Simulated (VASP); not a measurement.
# Si in VASP: single point with LDA

Aim: the single point of Si with LDA.

All numbers are computed with VASP 6.6.1; they aren't measurements. Logs are shortened: lines on timing, memory, paths and dates and some standing lists are left out, and cuts for length are marked.

### 1 The cell of the first run

The cell holds a slab with vacuum, 4 atoms: a = 3.820 Å, b = 3.820 Å, c = 18.051 Å, α = 90.00°, β = 90.00°, γ = 90.00°.

### 2 Single point, LDA

Input file INCAR:

```
SYSTEM = Si
PREC     = Accurate       ! precision mode
ENCUT    = 520            ! plane-wave cutoff, eV
EDIFF    = 1E-6           ! SCF threshold, eV
ISMEAR   = 0              ! smearing method
SIGMA    = 0.05           ! smearing width, eV
LREAL    = .False.        ! projectors in reciprocal space
LASPH    = .True.         ! aspherical terms in the spheres
NELM     = 100            ! most SCF steps
ALGO     = Normal         ! electronic algorithm
ISIF     = 2              ! what is computed and relaxed
LWAVE    = .False.        ! write WAVECAR
LCHARG   = .True.         ! write CHGCAR
LDIPOL   = .True.       
IDIPOL   = 3            
DIPOL    = 0.5 0.5 0.501
GGA      = CA             ! functional
LELF     = .True.         ! ELF
LVHAR    = .True.       
LVACPOTAV= .True.       
NBANDS   = 16             ! bands
```

Input file KPOINTS:

```
regular mesh
0
Gamma
  8 8 1
  0 0 0
```

Input file POSCAR:

```
Si
1.0
    3.8195065206      0.0000000000      0.0000000000
    0.0000000000      3.8195065206      0.0000000000
    0.0000000000      0.0000000000     18.0511984422
Si
4
Direct
    0.0000000000      0.5000000000      0.3877858870
    0.0000000000      0.0000000000      0.4625952957
    0.5000000000      0.0000000000      0.5399416434
    0.5000000000      0.5000000000      0.6129523909
```

Potentials or basis: VASP PAW LDA potentials, release 64 (Si).

Started as:

```console
> cat potpaw_LDA.64/Si/POTCAR > POTCAR
> mpirun -np 1 vasp_std > vasp.out
```

OUTCAR:

```text
SYSTEM = Si
   PREC = Accurate
   ENCUT = 520
   EDIFF = 1E-6
   ISMEAR = 0
   LREAL = .False.
   LASPH = .True.
   NELM = 100
   ISIF = 2
   GGA = CA

 ion  position               nearest neighbor table
   1  0.000  0.500  0.388-   2 2.34   2 2.34
   2  0.000  0.000  0.463-   1 2.34   1 2.34   3 2.37   3 2.37
   3  0.500  0.000  0.540-   4 2.32   4 2.32   2 2.37   2 2.37
   4  0.500  0.500  0.613-   3 2.32   3 2.32

  LATTYP: Found a simple tetragonal cell.
 ALAT       =     3.8195065206
 C/A-ratio  =     4.7260551448

  Lattice vectors:

 A1 = (   3.8195065206,   0.0000000000,   0.0000000000)
 A2 = (   0.0000000000,   3.8195065206,   0.0000000000)
 A3 = (   0.0000000000,   0.0000000000,  18.0511984422)

Analysis of symmetry for initial positions (statically):
=====================================================================
 Subroutine PRICEL returns:
 Original cell was already a primitive cell.

 Routine SETGRP: Setting up the symmetry group for a
 simple tetragonal supercell.

 Subroutine GETGRP returns: Found  4 space group operations
 (whereof  4 operations were pure point group operations)
 out of a pool of 16 trial point group operations.

The static configuration has the point symmetry C_2v.

Analysis of symmetry for dynamics (positions and initial velocities):
=====================================================================
 Subroutine PRICEL returns:
 Original cell was already a primitive cell.

 Routine SETGRP: Setting up the symmetry group for a
 simple tetragonal supercell.

 Subroutine GETGRP returns: Found  4 space group operations
 (whereof  4 operations were pure point group operations)
 out of a pool of 16 trial point group operations.

The dynamic configuration has the point symmetry C_2v.

 Subroutine INISYM returns: Found  4 space group operations
 (whereof  4 operations are pure point group operations),
 and found     1 'primitive' translations

----------------------------------------------------------------------------------------

                                     Primitive cell

  volume of cell :     263.3423

  direct lattice vectors                    reciprocal lattice vectors
     3.819506521  0.000000000  0.000000000     0.261813927  0.000000000  0.000000000
     0.000000000  3.819506521  0.000000000     0.000000000  0.261813927  0.000000000
     0.000000000  0.000000000 18.051198442     0.000000000  0.000000000  0.055397984

  length of vectors
     3.819506521  3.819506521 18.051198442     0.261813927  0.261813927  0.055397984

  position of ions in fractional coordinates (direct lattice)
     0.000000000  0.500000000  0.387785887
     0.000000000  0.000000000  0.462595296
     0.500000000  0.000000000  0.539941643
     0.500000000  0.500000000  0.612952391

  ion indices of the primitive-cell ions
   primitive index   ion index
                 1           1
                 2           2
                 3           3
                 4           4

----------------------------------------------------------------------------------------

 KPOINTS: regular mesh

Automatic generation of k-mesh.
 Grid dimensions read from file:
 generate k-points for:    8    8    1

 Generating k-lattice:

  Cartesian coordinates                     Fractional coordinates (reciprocal lattice)
     0.032726741  0.000000000  0.000000000     0.125000000  0.000000000  0.000000000
     0.000000000  0.032726741  0.000000000     0.000000000  0.125000000  0.000000000
     0.000000000  0.000000000  0.055397984     0.000000000  0.000000000  1.000000000

  Length of vectors
     0.032726741  0.032726741  0.055397984

  Shift w.r.t. Gamma in fractional coordinates (k-lattice)
     0.000000000  0.000000000  0.000000000

 Subroutine IBZKPT returns following result:
 ===========================================

 Found     25 irreducible k-points:

 Following reciprocal coordinates:
            Coordinates               Weight
  0.000000  0.000000  0.000000      1.000000
  0.125000  0.000000  0.000000      2.000000
  0.000000  0.125000  0.000000      2.000000
  0.250000  0.000000  0.000000      2.000000
  0.000000  0.250000  0.000000      2.000000
  0.375000  0.000000  0.000000      2.000000
[... 16 lines left out ...]
  0.500000  0.375000  0.000000      2.000000
 -0.375000  0.500000  0.000000      2.000000
   k-points           NKPTS =     25   k-points in BZ     NKDIM =     25   number of bands    NBANDS=     16
   number of dos      NEDOS =    301   number of ions     NIONS =      4
   total plane-waves  NPLWV = 109760
   dimension x,y,z NGX =    28 NGY =   28 NGZ =  140
   dimension x,y,z NGXF=    56 NGYF=   56 NGZF=  280
   ions per type =               4
   NGX,Y,Z   is equivalent  to a cutoff of  12.19, 12.19, 12.89 a.u.
   NGXF,Y,Z  is equivalent  to a cutoff of  24.37, 24.37, 25.79 a.u.
 SYSTEM =  Si
   PREC   = accura    normal or accurate (medium, high low for compatibility)
   ISTART =      0    job   : 0-new  1-cont  2-samecut
   ICHARG =      2    charge: 1-file 2-atom 10-const
   ISPIN  =      1    spin polarized calculation?
   LNONCOLLINEAR =      F non collinear calculations
   LSORBIT =      F    spin-orbit coupling
   LASPH  =      T    aspherical Exc in radial PAW
   ENCUT  =  520.0 eV  38.22 Ry    6.18 a.u.   7.10  7.10 33.56*2*pi/ulx,y,z
   NELM   =    100;   NELMIN=  2; NELMDL= -5     # of ELM steps
   EDIFF  = 0.1E-05   stopping-criterion for ELM
   LREAL  =      F    real-space projection
[... 7 lines left out ...]
   TEBEG  =    0.0;   TEEND  =   0.0 temperature during run
   PSTRESS=    0.0 pullay stress
   NELECT =      16.0000    total number of electrons
   NUPDOWN=      -1.0000    fix difference up-down
   EMIN   =  10.00;   EMAX   =-10.00  energy-range for DOS
   EFERMI =   0.00;   METHOD = LEGACY
   ISMEAR =     0;   SIGMA  =   0.05  broadening in eV -4-tet -1-fermi 0-gaus
   EFERMI_NEDOS =   21; number of points for ismear=-14 and -15
   IALGO  =     38    algorithm
   IMIX   =      4    mixing-type and parameters
     AMIX     =   0.40;   BMIX     =  1.00
     AMIX_MAG =   1.60;   BMIX_MAG =  1.00
  volume/ion in A,a.u.               =      65.84       444.28
  Fermi-wavevector in a.u.,A,eV,Ry     =   0.643588  1.216205  5.635609  0.414206
  Thomas-Fermi vector in A             =   1.710637
   LORBIT       =      0    0 simple, 1 ext, 2 COOP (PROOUT), +10 PAW based schemes
   GGA     = CA    functional components
   LHFCALC =     F    Hartree Fock is set to
   AEXX    =    0.0000 exact exchange contribution
   IVDW    =     0    specifies the selected vdW correction
   LEPSILON=     F    determine dielectric tensor
   LRPA    =     F    only Hartree local field effects (RPA)
 non-spin polarized calculation
 Gauss-broadening in eV      SIGMA  =   0.05
  energy-cutoff  :      520.00
  volume of cell :      263.34
 maximum number of plane-waves:      7116
   NGX = 15   NGY = 15   NGZ = 67

 dipolmoment           0.000000      0.000000      0.000434 electrons x Angstroem

 number of electron      16.0000001 magnetization

 dipolmoment           0.000000      0.000000     -0.001008 electrons x Angstroem

 Free energy of the ion-electron system (eV)
  ---------------------------------------------------
  ext. energy  EPLUGINS =         0.00000000
  ---------------------------------------------------
  free energy    TOTEN  =       -19.82139766 eV

  energy without entropy =      -19.81806312  energy(sigma->0) =      -19.81973039

 E-fermi :  -2.0603     XC(G=0):  -3.9930

 val. band max:       -2.1336138873   @ k =   0.0000   0.2500   0.0000
 cond. band min:      -2.0553103898   @ k =   0.0000   0.5000   0.0000
 fundamental gap:      0.0783034975
 Fermi energy:        -2.0603121979

 k-point     1 :       0.0000    0.0000    0.0000
  band No.  band energies     occupation
      1     -13.0104      2.00000
      2     -10.8069      2.00000
      3      -7.4738      2.00000
      4      -4.0137      2.00000
      5      -3.8035      2.00000
      6      -3.6617      2.00000
[... 8 lines left out ...]
     15       2.9108      0.00000
     16       3.1042      0.00000

 k-point     2 :       0.1250    0.0000    0.0000
  band No.  band energies     occupation
      1     -12.8846      2.00000
      2     -10.7643      2.00000
      3      -7.3991      2.00000
      4      -4.8840      2.00000
      5      -3.9237      2.00000
      6      -3.2619      2.00000
[... 8 lines left out ...]
     15       3.0478      0.00000
     16       3.2939      0.00000

 k-point     3 :       0.0000    0.1250    0.0000
  band No.  band energies     occupation
      1     -12.8782      2.00000
      2     -10.6609      2.00000
      3      -7.5942      2.00000
      4      -4.6806      2.00000
      5      -4.1755      2.00000
      6      -3.7103      2.00000
[... 8 lines left out ...]
     15       3.2334      0.00000
     16       3.2773      0.00000

 k-point     4 :       0.2500    0.0000    0.0000
  band No.  band energies     occupation
      1     -12.5186      2.00000
      2     -10.7035      2.00000
      3      -7.2266      2.00000
      4      -6.1698      2.00000
      5      -3.6704      2.00000
      6      -2.9983      2.00000
[... 8 lines left out ...]
     15       3.1954      0.00000
     16       3.8183      0.00000

 k-point     5 :       0.0000    0.2500    0.0000
  band No.  band energies     occupation
      1     -12.4951      2.00000
      2     -10.2275      2.00000
      3      -8.1825      2.00000
      4      -5.6285      2.00000
      5      -5.1900      2.00000
      6      -3.4554      2.00000
[... 8 lines left out ...]
     15       3.4841      0.00000
     16       3.7695      0.00000

 k-point     6 :       0.3750    0.0000    0.0000
  band No.  band energies     occupation
      1     -11.9573      2.00000
      2     -10.8338      2.00000
      3      -7.1232      2.00000
      4      -6.9814      2.00000
      5      -3.6041      2.00000
      6      -3.3097      2.00000
[... 8 lines left out ...]
     15       3.2835      0.00000
     16       4.0330      0.00000
[... 267 lines left out ...]
 k-point    21 :      -0.2500    0.5000    0.0000
  band No.  band energies     occupation
      1     -11.0076      2.00000
      2      -9.3469      2.00000
      3      -8.6735      2.00000
      4      -8.0964      2.00000
      5      -4.8582      2.00000
      6      -4.3711      2.00000
[... 8 lines left out ...]
     15       3.6576      0.00000
     16       4.1184      0.00000

 k-point    22 :       0.3750    0.3750    0.0000
  band No.  band energies     occupation
      1     -10.8150      2.00000
      2      -9.5550      2.00000
      3      -8.3727      2.00000
      4      -7.5407      2.00000
      5      -5.3889      2.00000
      6      -4.8966      2.00000
[... 8 lines left out ...]
     15       4.2204      0.00000
     16       4.7319      0.00000

 k-point    23 :       0.5000    0.3750    0.0000
  band No.  band energies     occupation
      1     -10.1396      2.00000
      2     -10.0673      2.00000
      3      -7.9924      2.00000
      4      -7.9359      2.00000
      5      -5.2197      2.00000
      6      -5.2017      2.00000
[... 8 lines left out ...]
     15       4.6313      0.00000
     16       4.6724      0.00000

 k-point    24 :      -0.3750    0.5000    0.0000
  band No.  band energies     occupation
      1     -10.3538      2.00000
      2      -8.9878      2.00000
      3      -8.6424      2.00000
      4      -8.5708      2.00000
      5      -5.2593      2.00000
      6      -4.6195      2.00000
[... 8 lines left out ...]
     15       3.3132      0.00000
     16       4.4596      0.00000

 [... further k-points ...]

------------------------ aborting loop because EDIFF is reached ----------------------------------------

  FORCE on cell =-STRESS in cart. coord.  units (eV):
  Direction    XX          YY          ZZ          XY          YZ          ZX
  --------------------------------------------------------------------------------------
  -------------------------------------------------------------------------------------
  Total       -3.4106240     -1.7277939     -0.2665047      0.0000000      0.0000000      0.0000000
  in kB      -20.7502756    -10.5119178     -1.6214178      0.0000000      0.0000000      0.0000000
  external PRESSURE =     -10.9612037 kB  Pullay stress =       0.0000000 kB

 VOLUME and BASIS-vectors are now :
 -----------------------------------------------------------------------------
  energy-cutoff  :      520.00
  volume of cell :      263.34
      direct lattice vectors                 reciprocal lattice vectors
     3.819506521  0.000000000  0.000000000     0.261813927  0.000000000  0.000000000
     0.000000000  3.819506521  0.000000000     0.000000000  0.261813927  0.000000000
     0.000000000  0.000000000 18.051198442     0.000000000  0.000000000  0.055397984

 POSITION                                       TOTAL-FORCE (eV/Angst)
 -----------------------------------------------------------------------------------
      0.00000      1.90975      7.00000         0.000000      0.000000      0.201342
      0.00000      0.00000      8.35040         0.000000      0.000000     -0.203399
      1.90975      0.00000      9.74659         0.000000      0.000000     -0.005995
      1.90975      1.90975     11.06453         0.000000      0.000000      0.008053
 -----------------------------------------------------------------------------------
    total drift:                               -0.000000      0.000000     -0.000062

  FREE ENERGIE OF THE ION-ELECTRON SYSTEM (eV)
  ---------------------------------------------------
  free  energy   TOTEN  =       -19.8213976609 eV

  energy  without entropy=      -19.8180631206  energy(sigma->0) =      -19.81973039

 vacuum level on the upper side and lower side of the slab         3.388         3.400
```

Run time: 87 s. Hardware: 1 thread of Intel Xeon 6975P-C (Granite Rapids), shared host; peak memory 0.27 GiB.

Results:

- Free energy: -19.8214 eV
- Largest force: 0.203 eV/Å
- Band gap on the k mesh: zero (band 8 reaches -1.59 eV, above the bottom of band 9 at -2.32 eV)

Forces in eV/Å, atoms in the order of the input:
```
Si   0.000  0.000  0.201
Si   0.000  0.000 -0.203
Si   0.000  0.000 -0.006
Si   0.000  0.000  0.008
```
